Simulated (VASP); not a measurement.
A run of VASP 6.6.1 is set up as follows.

Contents of INCAR:

```
PREC     = Accurate       # precision mode
ENCUT    = 600            # plane-wave cutoff, eV
EDIFF    = 1E-7           # SCF threshold, eV
ISMEAR   = 0              # smearing method
SIGMA    = 0.1            # smearing width, eV
LREAL    = F              # projectors in reciprocal space
LASPH    = T              # aspherical terms in the spheres
NELM     = 60             # most SCF steps
ALGO     = Normal         # electronic algorithm
ISIF     = 3              # what is computed and relaxed
LWAVE    = F              # write WAVECAR
LCHARG   = F              # write CHGCAR
GGA      = PE             # functional
IBRION   = 2              # ionic algorithm
NSW      = 100            # ionic steps
EDIFFG   = -0.01          # ionic threshold
```

KPOINTS

```
Automatic mesh
0
Gamma
  30 30 22
```

POSCAR

```
Be
1.0
    2.1447660827      0.0000000000      0.0000000000
   -1.0723830413      1.8574219128      0.0000000000
    0.0000000000      0.0000000000      2.4473340652
Be
1
Direct
    0.0000000000      0.0000000000      0.5000000000
```

Potentials or basis: VASP PAW PBE potentials, release 64 (Be).

Run with:

```sh
$ cat potpaw_PBE.64/Be/POTCAR > POTCAR
$ mpirun -np 1 vasp_std > vasp.out
```

What does it give for the space group after relaxing (to 0.1 Å)?

P6/mmm (No. 191).

What does it give for the relaxed cell?

a = 2.144 Å, b = 2.144 Å, c = 2.455 Å, α = 90.00°, β = 90.00°, γ = 120.00°.

Stress tensor (GPa, compression positive):
```
0.12 0.00 0.00
0.00 0.12 0.00
0.00 0.00 0.03
```
